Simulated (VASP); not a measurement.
# MoC15 (F-43m) in VASP: single point with PBEsol+U

Aim: the single point of MoC15 with PBEsol+U.

Program: VASP 6.6.1. These are calculated values, not measurements. Logs are shortened: lines on timing, memory, paths and dates and some standing lists are left out, and cuts for length are marked.

**1. The cell of the first run**

Symmetry: F-43m, No. 216, cubic system. The conventional cell has a = 7.134 Å, b = 7.134 Å, c = 7.134 Å, α = 90.00°, β = 90.00°, γ = 90.00°. Within 2.4 Å of Mo (site symmetry -43m) lie 4 C at 1.77 Å. Within 2.0 Å of C (site symmetry 2mm) lie 4 C at 1.48 to 1.55 Å. C (site symmetry -43m) has 4 C at 1.54 Å within 2.0 Å. C (site symmetry 3m) has 3 C at 1.48 Å and 1 Mo at 1.77 Å within 2.0 Å. Within 2.0 Å of C (site symmetry 3m) lie 4 C at 1.54 to 1.55 Å.

**2. Single point, PBEsol+U**

Contents of INCAR:

```
PREC     = Accurate       # precision mode
ENCUT    = 600            # plane-wave cutoff, eV
EDIFF    = 1E-6           # SCF threshold, eV
ISMEAR   = 0              # smearing method
SIGMA    = 0.05           # smearing width, eV
LREAL    = False          # projectors in reciprocal space
LASPH    = True           # aspherical terms in the spheres
NELM     = 200            # most SCF steps
ALGO     = Normal         # electronic algorithm
ISIF     = 2              # what is computed and relaxed
LWAVE    = False          # write WAVECAR
LCHARG   = True           # write CHGCAR
LMAXMIX  = 4              # l up to which the mixer works
LDAU     = True           # DFT+U
LDAUTYPE = 2            
LDAUL    = 2 -1           # shell
LDAUU    = 2 0            # U, eV
LDAUJ    = 0 0          
LDAUPRINT= 1            
GGA      = PS             # functional
LELF     = True           # ELF
LVHAR    = True         
NBANDS   = 51             # bands
GGA_COMPAT= False
```

Contents of KPOINTS:

```
regular mesh
0
Gamma
  4 4 4
```

Contents of POSCAR:

```
MoC15
1.0
    0.0000000000      3.5668800000      3.5668800000
    3.5668800000      0.0000000000      3.5668800000
    3.5668800000      3.5668800000      0.0000000000
Mo C
1 15
Direct
    1.0000000000      0.0000000000      0.0000000000
    0.0011991179      0.0011991179      0.4988008821
    0.0011991179      0.4988008821      0.0011991179
    0.0011991179      0.4988008821      0.4988008821
    0.4988008821      0.0011991179      0.0011991179
    0.4988008821      0.0011991179      0.4988008821
    0.4988008821      0.4988008821      0.0011991179
    0.5000000000      0.5000000000      0.5000000000
    0.1435774638      0.1435774638      0.1435774638
    0.1435774638      0.1435774638      0.5692676086
    0.1435774638      0.5692676086      0.1435774638
    0.1272634341      0.6242455220      0.6242455220
    0.5692676086      0.1435774638      0.1435774638
    0.6242455220      0.1272634341      0.6242455220
    0.6242455220      0.6242455220      0.1272634341
    0.6242455220      0.6242455220      0.6242455220
```

Potentials or basis: VASP PAW PBE potentials, release 64 (Mo_sv, C).

Command:

```bash
> cat potpaw_PBE.64/Mo_sv/POTCAR potpaw_PBE.64/C/POTCAR > POTCAR
> mpirun -np 1 vasp_std > vasp.out
```

OUTCAR:

```text
PREC = Accurate
   ENCUT = 600
   EDIFF = 1E-6
   ISMEAR = 0
   LREAL = False
   LASPH = True
   NELM = 200
   ISIF = 2
   GGA = PS

 ion  position               nearest neighbor table
   1  0.000  0.000  0.000-  10 1.77  11 1.77  13 1.77   9 1.77   2 2.52   2 2.52   7 2.52   7 2.52
                             4 2.52   6 2.52   3 2.52   4 2.52   5 2.52   5 2.52   6 2.52   3 2.52
   2  0.001  0.001  0.499-   9 1.48  10 1.48  12 1.55  14 1.55   1 2.52   1 2.52
   3  0.001  0.499  0.001-   9 1.48  11 1.48  12 1.55  15 1.55   1 2.52   1 2.52
   4  0.001  0.499  0.499-  11 1.48  10 1.48  16 1.55  12 1.55   1 2.52   1 2.52
   5  0.499  0.001  0.001-   9 1.48  13 1.48  14 1.55  15 1.55   1 2.52   1 2.52
   6  0.499  0.001  0.499-  13 1.48  10 1.48  16 1.55  14 1.55   1 2.52   1 2.52
   7  0.499  0.499  0.001-  11 1.48  13 1.48  16 1.55  15 1.55   1 2.52   1 2.52
   8  0.500  0.500  0.500-  12 1.54  14 1.54  15 1.54  16 1.54
   9  0.144  0.144  0.144-   2 1.48   3 1.48   5 1.48   1 1.77
  10  0.144  0.144  0.569-   2 1.48   4 1.48   6 1.48   1 1.77
  11  0.144  0.569  0.144-   4 1.48   3 1.48   7 1.48   1 1.77
  12  0.127  0.624  0.624-   8 1.54   3 1.55   2 1.55   4 1.55
  13  0.569  0.144  0.144-   6 1.48   5 1.48   7 1.48   1 1.77
  14  0.624  0.127  0.624-   8 1.54   5 1.55   2 1.55   6 1.55
  15  0.624  0.624  0.127-   8 1.54   5 1.55   3 1.55   7 1.55
  16  0.624  0.624  0.624-   8 1.54   6 1.55   7 1.55   4 1.55

  LATTYP: Found a face centered cubic cell.
 ALAT       =     7.1337600000

  Lattice vectors:

 A1 = (   0.0000000000,   3.5668800000,   3.5668800000)
 A2 = (   3.5668800000,   0.0000000000,   3.5668800000)
 A3 = (   3.5668800000,   3.5668800000,   0.0000000000)

Analysis of symmetry for initial positions (statically):
=====================================================================
 Subroutine PRICEL returns:
 Original cell was already a primitive cell.

 Routine SETGRP: Setting up the symmetry group for a
 face centered cubic supercell.

 Subroutine GETGRP returns: Found 24 space group operations
 (whereof 24 operations were pure point group operations)
 out of a pool of 48 trial point group operations.

The static configuration has the point symmetry T_d .

Analysis of symmetry for dynamics (positions and initial velocities):
=====================================================================
 Subroutine PRICEL returns:
 Original cell was already a primitive cell.

 Routine SETGRP: Setting up the symmetry group for a
 face centered cubic supercell.

 Subroutine GETGRP returns: Found 24 space group operations
 (whereof 24 operations were pure point group operations)
 out of a pool of 48 trial point group operations.

The dynamic configuration has the point symmetry T_d .

 Subroutine INISYM returns: Found 24 space group operations
 (whereof 24 operations are pure point group operations),
 and found     1 'primitive' translations

----------------------------------------------------------------------------------------

                                     Primitive cell

  volume of cell :      90.7602

  direct lattice vectors                    reciprocal lattice vectors
     0.000000000  3.566880000  3.566880000    -0.140178531  0.140178531  0.140178531
     3.566880000  0.000000000  3.566880000     0.140178531 -0.140178531  0.140178531
     3.566880000  3.566880000  0.000000000     0.140178531  0.140178531 -0.140178531

  length of vectors
     5.044330071  5.044330071  5.044330071     0.242796338  0.242796338  0.242796338

  position of ions in fractional coordinates (direct lattice)
     0.000000000  0.000000000  0.000000000
     0.001199118  0.001199118  0.498800882
     0.001199118  0.498800882  0.001199118
     0.001199118  0.498800882  0.498800882
     0.498800882  0.001199118  0.001199118
     0.498800882  0.001199118  0.498800882
[... 81 lines left out ...]
   LASPH  =      T    aspherical Exc in radial PAW
   ENCUT  =  600.0 eV  44.10 Ry    6.64 a.u.  10.07 10.07 10.07*2*pi/ulx,y,z
   NELM   =    200;   NELMIN=  2; NELMDL= -5     # of ELM steps
   EDIFF  = 0.1E-05   stopping-criterion for ELM
   LREAL  =      F    real-space projection
   EDIFFG = 0.1E-04   stopping-criterion for IOM
   NSW    =      0    number of steps for IOM
   IBRION =     -1    ionic relax: 0-MD 1-quasi-New 2-CG
   NFREE  =      0    steps in history (QN), initial steepest desc. (CG)
   ISIF   =      2    stress and relaxation
   ISYM   =      2    0-nonsym 1-usesym 2-fastsym
   POTIM  = 0.5000    time-step for ionic-motion
   TEBEG  =    0.0;   TEEND  =   0.0 temperature during run
   PSTRESS=    0.0 pullay stress
   NELECT =      74.0000    total number of electrons
   NUPDOWN=      -1.0000    fix difference up-down
   EMIN   =  10.00;   EMAX   =-10.00  energy-range for DOS
   EFERMI =   0.00;   METHOD = LEGACY
   ISMEAR =     0;   SIGMA  =   0.05  broadening in eV -4-tet -1-fermi 0-gaus
   EFERMI_NEDOS =   21; number of points for ismear=-14 and -15
   IALGO  =     38    algorithm
   IMIX   =      4    mixing-type and parameters
     AMIX     =   0.40;   BMIX     =  1.00
     AMIX_MAG =   1.60;   BMIX_MAG =  1.00
  volume/ion in A,a.u.               =       5.67        38.28
  Fermi-wavevector in a.u.,A,eV,Ry     =   1.529397  2.890141 31.824779  2.339055
  Thomas-Fermi vector in A             =   2.637024
   LORBIT       =      0    0 simple, 1 ext, 2 COOP (PROOUT), +10 PAW based schemes
 LDA+U is selected, type is set to LDAUTYPE =  2
   angular momentum for each species LDAUL =     2   -1
   U (eV)           for each species LDAUU =   2.0  0.0
   J (eV)           for each species LDAUJ =   0.0  0.0
   GGA     = PS    functional components
   LHFCALC =     F    Hartree Fock is set to
   AEXX    =    0.0000 exact exchange contribution
   IVDW    =     0    specifies the selected vdW correction
   LEPSILON=     F    determine dielectric tensor
   LRPA    =     F    only Hartree local field effects (RPA)
 non-spin polarized calculation
 Gauss-broadening in eV      SIGMA  =   0.05
  energy-cutoff  :      600.00
  volume of cell :       90.76
 maximum number of plane-waves:      3071
   NGX = 21   NGY = 21   NGZ = 21

atom =   1  type =  1  l = 2

 onsite density matrix

spin component  1

  0.6065 -0.0000  0.0000  0.0000 -0.0000
 -0.0000  0.6065  0.0000 -0.0000 -0.0000
  0.0000  0.0000  0.4845  0.0000 -0.0000
  0.0000 -0.0000  0.0000  0.6065 -0.0000
 -0.0000 -0.0000 -0.0000 -0.0000  0.4845

spin component  2

  0.6065 -0.0000  0.0000  0.0000 -0.0000
 -0.0000  0.6065  0.0000 -0.0000 -0.0000
  0.0000  0.0000  0.4845  0.0000 -0.0000
  0.0000 -0.0000  0.0000  0.6065 -0.0000
 -0.0000 -0.0000 -0.0000 -0.0000  0.4845

 occupancies and eigenvectors

  o =  0.4845  v =  0.0000  0.0000  0.0265  0.0000  0.9996  0.0000  0.0000  0.0000  0.0000  0.0000      0.0000  0.0000  0.0000  0.0000  0.0000  0.0000  0.0000  0.0000  0.0000  0.0000
  o =  0.4845  v =  0.0000  0.0000  0.0000  0.0000  0.0000  0.0000  0.0000  0.0265  0.0000  0.9996      0.0000  0.0000  0.0000  0.0000  0.0000  0.0000  0.0000  0.0000  0.0000  0.0000
  o =  0.4845  v =  0.0000  0.0000  0.9996  0.0000 -0.0265  0.0000  0.0000  0.0000  0.0000  0.0000      0.0000  0.0000  0.0000  0.0000  0.0000  0.0000  0.0000  0.0000  0.0000  0.0000
  o =  0.4845  v =  0.0000  0.0000  0.0000  0.0000  0.0000  0.0000  0.0000  0.9996  0.0000 -0.0265      0.0000  0.0000  0.0000  0.0000  0.0000  0.0000  0.0000  0.0000  0.0000  0.0000
  o =  0.6065  v =  0.0000  0.0000  0.0000  0.0000  0.0000  0.0000 -0.0775  0.0000 -0.9970  0.0000      0.0000  0.0000  0.0000  0.0000  0.0000  0.0000  0.0000  0.0000  0.0000  0.0000
  o =  0.6065  v =  0.0000 -0.0775  0.0000 -0.9970  0.0000  0.0000  0.0000  0.0000  0.0000  0.0000      0.0000  0.0000  0.0000  0.0000  0.0000  0.0000  0.0000  0.0000  0.0000  0.0000
  o =  0.6065  v =  0.0000  0.0000  0.0000  0.0000  0.0000  0.0000 -0.9970  0.0000  0.0775  0.0000      0.0000  0.0000  0.0000  0.0000  0.0000  0.0000  0.0000  0.0000  0.0000  0.0000
  o =  0.6065  v =  0.0000 -0.9970  0.0000  0.0775  0.0000  0.0000  0.0000  0.0000  0.0000  0.0000      0.0000  0.0000  0.0000  0.0000  0.0000  0.0000  0.0000  0.0000  0.0000  0.0000
  o =  0.6065  v =  0.0000  0.0000  0.0000  0.0000  0.0000  1.0000  0.0000  0.0000  0.0000  0.0000      0.0000  0.0000  0.0000  0.0000  0.0000  0.0000  0.0000  0.0000  0.0000  0.0000
  o =  0.6065  v =  1.0000  0.0000  0.0000  0.0000  0.0000  0.0000  0.0000  0.0000  0.0000  0.0000      0.0000  0.0000  0.0000  0.0000  0.0000  0.0000  0.0000  0.0000  0.0000  0.0000

 number of electron      73.9999998 magnetization

 Free energy of the ion-electron system (eV)
  ---------------------------------------------------
  ext. energy  EPLUGINS =         0.00000000
  ---------------------------------------------------
  free energy    TOTEN  =      -138.58723558 eV

  energy without entropy =     -138.57759408  energy(sigma->0) =     -138.58241483

 E-fermi :  14.0614     XC(G=0): -13.9563

 val. band max:       14.0461773760   @ k =   0.5000   0.2500   0.0000
 cond. band min:      14.2267676322   @ k =  -0.2500   0.2500   0.0000
 fundamental gap:      0.1805902562
 Fermi energy:        14.0614058150

 k-point     1 :       0.0000    0.0000    0.0000
  band No.  band energies     occupation
      1     -46.4582      2.00000
      2     -21.3562      2.00000
      3     -21.3562      2.00000
      4     -21.3562      2.00000
      5     -10.4507      2.00000
      6      -5.1653      2.00000
[... 405 lines left out ...]
     48      20.0709      0.00000
     49      20.1174      0.00000
 [bands above 49 left out]

------------------------ aborting loop because EDIFF is reached ----------------------------------------

  FORCE on cell =-STRESS in cart. coord.  units (eV):
  Direction    XX          YY          ZZ          XY          YZ          ZX
  --------------------------------------------------------------------------------------
  -------------------------------------------------------------------------------------
  Total       39.9818126     39.9818126     39.9818126     -0.0000000      0.0000000     -0.0000000
  in kB      705.7933632    705.7933632    705.7933632     -0.0000000      0.0000000     -0.0000000
  external PRESSURE =     705.7933632 kB  Pullay stress =       0.0000000 kB

 VOLUME and BASIS-vectors are now :
 -----------------------------------------------------------------------------
  energy-cutoff  :      600.00
  volume of cell :       90.76
      direct lattice vectors                 reciprocal lattice vectors
     0.000000000  3.566880000  3.566880000    -0.140178531  0.140178531  0.140178531
     3.566880000  0.000000000  3.566880000     0.140178531 -0.140178531  0.140178531
     3.566880000  3.566880000  0.000000000     0.140178531  0.140178531 -0.140178531

 POSITION                                       TOTAL-FORCE (eV/Angst)
 -----------------------------------------------------------------------------------
      0.00000      0.00000      0.00000        -0.000000     -0.000000     -0.000000
      1.78344      1.78344      0.00855        -0.000000     -0.000000     -0.238864
      1.78344      0.00855      1.78344        -0.000000     -0.238864     -0.000000
      3.55833      1.78344      1.78344         0.238864     -0.000000     -0.000000
      0.00855      1.78344      1.78344        -0.238864     -0.000000     -0.000000
      1.78344      3.55833      1.78344        -0.000000      0.238864     -0.000000
[... 8 lines left out ...]
      2.68054      2.68054      4.45322         0.008573      0.008573     -0.008573
      4.45322      4.45322      4.45322        -0.008573     -0.008573     -0.008573
 -----------------------------------------------------------------------------------
    total drift:                               -0.000001     -0.000001     -0.000001

  FREE ENERGIE OF THE ION-ELECTRON SYSTEM (eV)
  ---------------------------------------------------
  free  energy   TOTEN  =      -138.5872355775 eV

  energy  without entropy=     -138.5775940802  energy(sigma->0) =     -138.58241483
```

It took 1.9 min on 1 thread of Intel Xeon 8259CL, shared host; peak memory 0.25 GiB.

Results:

```yaml
Free_energy: -138.5872 eV
Pressure: 70.6 GPa
Largest_force: 0.387 eV/Å
Band_gap_on_the_k_mesh: zero (bands 37 and 38 overlap by 2.90 eV)
```

Forces in eV/Å, atoms in the order of the input:
```
Mo   0.000  0.000  0.000
C    0.000  0.000 -0.239
C    0.000 -0.239  0.000
C    0.239  0.000  0.000
C   -0.239  0.000  0.000
C    0.000  0.239  0.000
C    0.000  0.000  0.239
C    0.000  0.000  0.000
C   -0.224 -0.224 -0.224
C    0.224  0.224 -0.224
C    0.224 -0.224  0.224
C   -0.009  0.009  0.009
C   -0.224  0.224  0.224
C    0.009 -0.009  0.009
C    0.009  0.009 -0.009
C   -0.009 -0.009 -0.009
```

Levels at points of the mesh, in eV from the Fermi level:
```tsv
k point	band 35	band 36	band 37	band 38	band 39	band 40
(0.00, 0.00, 0.00)	-3.82	-3.82	-1.94	-1.94	1.26	1.26
(0.50, 0.00, 0.00)	-3.66	-1.70	0.26	0.26	1.64	2.57
(0.50, 0.50, 0.00)	-2.18	-2.18	0.96	1.16	1.34	1.74
```

Eigenvalues of the final occupation matrices:
| site | spin | trace | eigenvalues |
| --- | --- | --- | --- |
| site 1 d | 1 | 2.79 | 0.48 0.48 0.61 0.61 0.61 |
| site 1 d | 2 | 2.79 | 0.48 0.48 0.61 0.61 0.61 |

Caveat: the k points lie up to 0.38 Å⁻¹ apart, too coarse for converged energies and pressures of a metal; the PAW data sets were made with another functional, which shifts forces and pressure a little; U without spin polarisation on a metal has little footing; the U is typed as a test and isn't derived for this compound.
